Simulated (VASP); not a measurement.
# Sn3Ge2 (C2/m) in VASP: single point with PBE

Aim: the single point of Sn3Ge2 with PBE.

All numbers are computed with VASP 6.6.1; they aren't measurements. Logs are shortened: lines on timing, memory, paths and dates and some standing lists are left out, and cuts for length are marked.

### 1 The cell of the first run

The structure is monoclinic, space group C2/m (No. 12). Conventional cell: a = 4.858 Å, b = 4.365 Å, c = 11.814 Å, α = 90.00°, β = 99.99°, γ = 90.00°. Sn (site symmetry 2/m) has 14 Sn at 3.27 to 4.36 Å within 4.4 Å. Within 4.4 Å of Sn (site symmetry m) lie 5 Ge at 3.16 to 3.96 Å and 10 Sn at 3.27 to 4.36 Å. Ge (site symmetry m) has 8 Ge at 2.75 to 3.27 Å and 4 Sn at 3.16 to 3.42 Å within 3.6 Å.

### 2 Single point, PBE

INCAR

```
PREC = Accurate ; ENCUT = 520
EDIFF = 1E-6 ; ISMEAR = 0
SIGMA = 0.1 ; LREAL = F
LASPH = T ; NELM = 100
ALGO = Fast ; ISIF = 2
LWAVE = F ; LCHARG = F
GGA = PE ; NBANDS = 43
```

KPOINTS

```
Automatic mesh
0
Gamma
  6 6 2
```

POSCAR

```
Sn3Ge2
1.0
    2.4292189986     -2.1823810894      0.0040543241
    2.4292189986      2.1823810894      0.0040543241
   -2.0690782181      0.0000000000     11.6314642995
Sn Ge
3 2
Direct
    0.0000000000      0.0000000000      0.0000000000
    0.3912708916      0.3912708916      0.7680225996
    0.6087291084      0.6087291084      0.2319774004
    0.7827812211      0.7827812211      0.5721952079
    0.2172187789      0.2172187789      0.4278047921
```

Potentials or basis: VASP PAW PBE potentials, release 64 (Sn_d, Ge_d).

The run is started by

```
cat potpaw_PBE.64/Sn_d/POTCAR potpaw_PBE.64/Ge_d/POTCAR > POTCAR
mpirun -np 1 vasp_std > vasp.out
```

OUTCAR:

```text
PREC = Accurate
   ENCUT = 520
   EDIFF = 1E-6
   ISMEAR = 0
   LREAL = F
   LASPH = T
   NELM = 100
   ISIF = 2
   GGA = PE

 ion  position               nearest neighbor table
   1  0.000  0.000  0.000-   3 3.47   3 3.47   2 3.47   2 3.47   2 3.60   3 3.60   3 3.67   2 3.67

   2  0.391  0.391  0.768-   4 3.16   4 3.16   4 3.24   1 3.47   1 3.47   1 3.60   1 3.67
   3  0.609  0.609  0.232-   5 3.16   5 3.16   5 3.24   1 3.47   1 3.47   1 3.60   1 3.67
   4  0.783  0.783  0.572-   5 2.75   5 2.75   2 3.16   2 3.16   2 3.24
   5  0.217  0.217  0.428-   4 2.75   4 2.75   3 3.16   3 3.16   3 3.24

  LATTYP: Found a base centered monoclinic cell.
 ALAT       =     4.8584447638
 B/A-ratio  =     0.8983867042
 C/A-ratio  =     2.4316549760
 COS(beta)  =    -0.1734934825

  Lattice vectors:

 A1 = (   2.4292189986,  -2.1823810894,   0.0040543241)
 A2 = (   2.4292189986,   2.1823810894,   0.0040543241)
 A3 = (  -2.0690782181,   0.0000000000,  11.6314642995)

Analysis of symmetry for initial positions (statically):
=====================================================================
 Subroutine PRICEL returns:
 Original cell was already a primitive cell.

 Routine SETGRP: Setting up the symmetry group for a
 base centered monoclinic supercell.

 Subroutine GETGRP returns: Found  4 space group operations
 (whereof  4 operations were pure point group operations)
 out of a pool of  4 trial point group operations.

The static configuration has the point symmetry C_2h.

Analysis of symmetry for dynamics (positions and initial velocities):
=====================================================================
 Subroutine PRICEL returns:
 Original cell was already a primitive cell.

 Routine SETGRP: Setting up the symmetry group for a
 base centered monoclinic supercell.

 Subroutine GETGRP returns: Found  4 space group operations
 (whereof  4 operations were pure point group operations)
 out of a pool of  4 trial point group operations.

The dynamic configuration has the point symmetry C_2h.

 Subroutine INISYM returns: Found  4 space group operations
 (whereof  4 operations are pure point group operations),
 and found     1 'primitive' translations

----------------------------------------------------------------------------------------

                                     Primitive cell

  volume of cell :     123.3646

  direct lattice vectors                    reciprocal lattice vectors
     2.429218999 -2.182381089  0.004054324     0.205766380 -0.229107557  0.036603021
     2.429218999  2.182381089  0.004054324     0.205766380  0.229107557  0.036603021
    -2.069078218  0.000000000 11.631464299    -0.000143446  0.000000000  0.085948181

  length of vectors
     3.265564055  3.265564055 11.814061386     0.310112652  0.310112652  0.085948301

  position of ions in fractional coordinates (direct lattice)
     0.000000000  0.000000000  0.000000000
     0.391270892  0.391270892  0.768022600
     0.608729108  0.608729108  0.231977400
     0.782781221  0.782781221  0.572195208
     0.217218779  0.217218779  0.427804792

  ion indices of the primitive-cell ions
   primitive index   ion index
                 1           1
                 2           2
                 3           3
                 4           4
                 5           5

----------------------------------------------------------------------------------------

 KPOINTS: Automatic mesh

Automatic generation of k-mesh.
 Grid dimensions read from file:
 generate k-points for:    6    6    2

 Generating k-lattice:

  Cartesian coordinates                     Fractional coordinates (reciprocal lattice)
     0.034294397 -0.038184593  0.006100504     0.166666667  0.000000000  0.000000000
     0.034294397  0.038184593  0.006100504     0.000000000  0.166666667  0.000000000
    -0.000071723  0.000000000  0.042974091     0.000000000  0.000000000  0.500000000

  Length of vectors
     0.051685442  0.051685442  0.042974150

  Shift w.r.t. Gamma in fractional coordinates (k-lattice)
     0.000000000  0.000000000  0.000000000

 Subroutine IBZKPT returns following result:
 ===========================================

 Found     26 irreducible k-points:

 Following reciprocal coordinates:
            Coordinates               Weight
  0.000000  0.000000  0.000000      1.000000
  0.166667  0.000000  0.000000      4.000000
  0.333333 -0.000000  0.000000      4.000000
  0.500000 -0.000000  0.000000      2.000000
  0.166667  0.166667  0.000000      2.000000
  0.333333  0.166667  0.000000      4.000000
[... 16 lines left out ...]
  0.333333  0.333333  0.500000      2.000000
  0.500000  0.333333  0.500000      4.000000
 [... further k-points ...]
   k-points           NKPTS =     26   k-points in BZ     NKDIM =     26   number of bands    NBANDS=     43
   number of dos      NEDOS =    301   number of ions     NIONS =      5
   total plane-waves  NPLWV =  51840
   dimension x,y,z NGX =    24 NGY =   24 NGZ =   90
   dimension x,y,z NGXF=    48 NGYF=   48 NGZF=  180
   ions per type =               3   2
   NGX,Y,Z   is equivalent  to a cutoff of  12.22, 12.22, 12.66 a.u.
   NGXF,Y,Z  is equivalent  to a cutoff of  24.44, 24.44, 25.33 a.u.
 SYSTEM =  unknown system
   PREC   = accura    normal or accurate (medium, high low for compatibility)
   ISTART =      0    job   : 0-new  1-cont  2-samecut
   ICHARG =      2    charge: 1-file 2-atom 10-const
   ISPIN  =      1    spin polarized calculation?
   LNONCOLLINEAR =      F non collinear calculations
   LSORBIT =      F    spin-orbit coupling
   LASPH  =      T    aspherical Exc in radial PAW
   ENCUT  =  520.0 eV  38.22 Ry    6.18 a.u.   6.07  6.07 21.97*2*pi/ulx,y,z
   NELM   =    100;   NELMIN=  2; NELMDL= -5     # of ELM steps
   EDIFF  = 0.1E-05   stopping-criterion for ELM
   LREAL  =      F    real-space projection
   EDIFFG = 0.1E-04   stopping-criterion for IOM
   NSW    =      0    number of steps for IOM
   IBRION =     -1    ionic relax: 0-MD 1-quasi-New 2-CG
   NFREE  =      0    steps in history (QN), initial steepest desc. (CG)
   ISIF   =      2    stress and relaxation
   ISYM   =      2    0-nonsym 1-usesym 2-fastsym
   POTIM  = 0.5000    time-step for ionic-motion
   TEBEG  =    0.0;   TEEND  =   0.0 temperature during run
   PSTRESS=    0.0 pullay stress
   NELECT =      70.0000    total number of electrons
   NUPDOWN=      -1.0000    fix difference up-down
   EMIN   =  10.00;   EMAX   =-10.00  energy-range for DOS
   EFERMI =   0.00;   METHOD = LEGACY
   ISMEAR =     0;   SIGMA  =   0.10  broadening in eV -4-tet -1-fermi 0-gaus
   EFERMI_NEDOS =   21; number of points for ismear=-14 and -15
   IALGO  =     68    algorithm
   IMIX   =      4    mixing-type and parameters
     AMIX     =   0.40;   BMIX     =  1.00
     AMIX_MAG =   1.60;   BMIX_MAG =  1.00
  volume/ion in A,a.u.               =      24.67       166.50
  Fermi-wavevector in a.u.,A,eV,Ry     =   1.355327  2.561196 24.992684  1.836910
  Thomas-Fermi vector in A             =   2.482424
   LORBIT       =      0    0 simple, 1 ext, 2 COOP (PROOUT), +10 PAW based schemes
   GGA     = PE    functional components
   LHFCALC =     F    Hartree Fock is set to
   AEXX    =    0.0000 exact exchange contribution
   IVDW    =     0    specifies the selected vdW correction
   LEPSILON=     F    determine dielectric tensor
   LRPA    =     F    only Hartree local field effects (RPA)
 non-spin polarized calculation
 RMM-DIIS sequential band-by-band and
 Gauss-broadening in eV      SIGMA  =   0.10
  energy-cutoff  :      520.00
  volume of cell :      123.36
 maximum number of plane-waves:      3344
   NGX = 13   NGY = 13   NGZ = 43

 number of electron      70.0000050 magnetization

 Free energy of the ion-electron system (eV)
  ---------------------------------------------------
  ext. energy  EPLUGINS =         0.00000000
  ---------------------------------------------------
  free energy    TOTEN  =       -19.73569163 eV

  energy without entropy =      -19.72501488  energy(sigma->0) =      -19.73035325

 E-fermi :   7.3151     XC(G=0): -10.4936

 val. band max:        7.3059575235   @ k =   0.3333   0.3333   0.5000
 cond. band min:       7.3319641686   @ k =  -0.3333   0.3333   0.5000
 fundamental gap:      0.0260066452
 Fermi energy:         7.3151017978

 k-point     1 :       0.0000    0.0000    0.0000
  band No.  band energies     occupation
      1     -17.4025      2.00000
      2     -17.3910      2.00000
      3     -17.3762      2.00000
      4     -17.3751      2.00000
      5     -17.3575      2.00000
      6     -17.3402      2.00000
[... 35 lines left out ...]
     42      12.8675      0.00000
     43      13.1807      0.00000

 k-point     2 :       0.1667    0.0000    0.0000
  band No.  band energies     occupation
      1     -17.3976      2.00000
      2     -17.3881      2.00000
      3     -17.3800      2.00000
      4     -17.3682      2.00000
      5     -17.3564      2.00000
      6     -17.3413      2.00000
[... 35 lines left out ...]
     42      12.7478      0.00000
     43      13.1642      0.00000

 k-point     3 :       0.3333   -0.0000    0.0000
  band No.  band energies     occupation
      1     -17.3917      2.00000
      2     -17.3890      2.00000
      3     -17.3862      2.00000
      4     -17.3538      2.00000
      5     -17.3482      2.00000
      6     -17.3416      2.00000
[... 35 lines left out ...]
     42      12.8740      0.00000
     43      13.4684      0.00000

 k-point     4 :       0.5000   -0.0000    0.0000
  band No.  band energies     occupation
      1     -17.3926      2.00000
      2     -17.3923      2.00000
      3     -17.3746      2.00000
      4     -17.3732      2.00000
      5     -17.3328      2.00000
      6     -17.3320      2.00000
[... 863 lines left out ...]
     42      11.3980      0.00000
     43      11.9121      0.00000

 k-point    23 :       0.3333    0.3333    0.5000
  band No.  band energies     occupation
      1     -17.4076      2.00000
      2     -17.3993      2.00000
      3     -17.3627      2.00000
      4     -17.3547      2.00000
      5     -17.3410      2.00000
      6     -17.3390      2.00000
[... 35 lines left out ...]
     42       9.8372      0.00000
     43      10.9186      0.00000

 k-point    24 :       0.5000    0.3333    0.5000
  band No.  band energies     occupation
      1     -17.4105      2.00000
      2     -17.3966      2.00000
      3     -17.3718      2.00000
      4     -17.3564      2.00000
      5     -17.3357      2.00000
      6     -17.3195      2.00000
[... 35 lines left out ...]
     42       9.6987      0.00000
     43      10.1018      0.00000

 [... further k-points ...]
[... 5 lines left out ...]
  --------------------------------------------------------------------------------------
  -------------------------------------------------------------------------------------
  Total       -0.1814193     -0.2799631     -0.0831878      0.0000000      0.0000000      0.0175548
  in kB       -2.3561537     -3.6359738     -1.0803873      0.0000000      0.0000000      0.2279904
  external PRESSURE =      -2.3575049 kB  Pullay stress =       0.0000000 kB

 VOLUME and BASIS-vectors are now :
 -----------------------------------------------------------------------------
  energy-cutoff  :      520.00
  volume of cell :      123.36
      direct lattice vectors                 reciprocal lattice vectors
     2.429218999 -2.182381089  0.004054324     0.205766380 -0.229107557  0.036603021
     2.429218999  2.182381089  0.004054324     0.205766380  0.229107557  0.036603021
    -2.069078218  0.000000000 11.631464299    -0.000143446  0.000000000  0.085948181

 POSITION                                       TOTAL-FORCE (eV/Angst)
 -----------------------------------------------------------------------------------
      0.00000      0.00000      0.00000         0.000000      0.000000      0.000000
      0.31187      0.00000      8.93640         0.011983      0.000000      0.010216
      2.47749      0.00000      2.70317        -0.011983      0.000000     -0.010216
      2.61918      0.00000      6.66182        -0.014412      0.000000     -0.033214
      0.17018      0.00000      4.97776         0.014412      0.000000      0.033214
 -----------------------------------------------------------------------------------
    total drift:                                0.000000     -0.000000      0.000000

  FREE ENERGIE OF THE ION-ELECTRON SYSTEM (eV)
  ---------------------------------------------------
  free  energy   TOTEN  =       -19.7356916318 eV

  energy  without entropy=      -19.7250148759  energy(sigma->0) =      -19.73035325
```

Wall time 2.6 min (1 thread of Intel Xeon Platinum 8488C (Sapphire Rapids), shared host); peak memory 0.28 GiB.

Results:

| Quantity | Value |
| --- | --- |
| Free energy | -19.7357 eV |
| Pressure | -0.2 GPa |
| Largest force | 0.036 eV/Å |
| Band gap on the k mesh | zero (bands 35 and 36 overlap by 4.70 eV) |

Forces in eV/Å, atoms in the order of the input:
```
Sn   0.000  0.000  0.000
Sn   0.012  0.000  0.010
Sn  -0.012  0.000 -0.010
Ge  -0.014  0.000 -0.033
Ge   0.014  0.000  0.033
```

Stress tensor (GPa, compression positive):
```
-0.24  0.00  0.02
 0.00 -0.36  0.00
 0.02  0.00 -0.11
```

Levels at points of the mesh, in eV from the Fermi level:
| k point | band 32 | band 33 | band 34 | band 35 | band 36 | band 37 | band 38 | band 39 |
| --- | --- | --- | --- | --- | --- | --- | --- | --- |
| (0.00, 0.00, 0.00) | -1.38 | 0.91 | 1.90 | 3.13 | 3.35 | 3.77 | 4.28 | 4.91 |
| (0.50, 0.00, 0.00) | -3.81 | -3.45 | -1.75 | -1.67 | 1.33 | 1.40 | 3.11 | 3.73 |
| (0.50, 0.50, 0.00) | -3.66 | -3.33 | -1.74 | -1.65 | -1.57 | -1.33 | -0.18 | -0.15 |
| (0.00, 0.00, 0.50) | 0.90 | 1.34 | 1.63 | 1.89 | 3.59 | 3.68 | 4.18 | 4.27 |
| (0.50, 0.00, 0.50) | -4.03 | -3.61 | -1.51 | -1.35 | 0.94 | 1.04 | 3.54 | 3.86 |
| (0.50, 0.50, 0.50) | -3.63 | -2.81 | -2.69 | -2.25 | -0.48 | -0.41 | -0.27 | 0.08 |

Caveat: spin-orbit coupling is left out, which moves the levels of the heavy elements.

The gap in the log of VASP goes by the Fermi energy; the results here count the filled bands.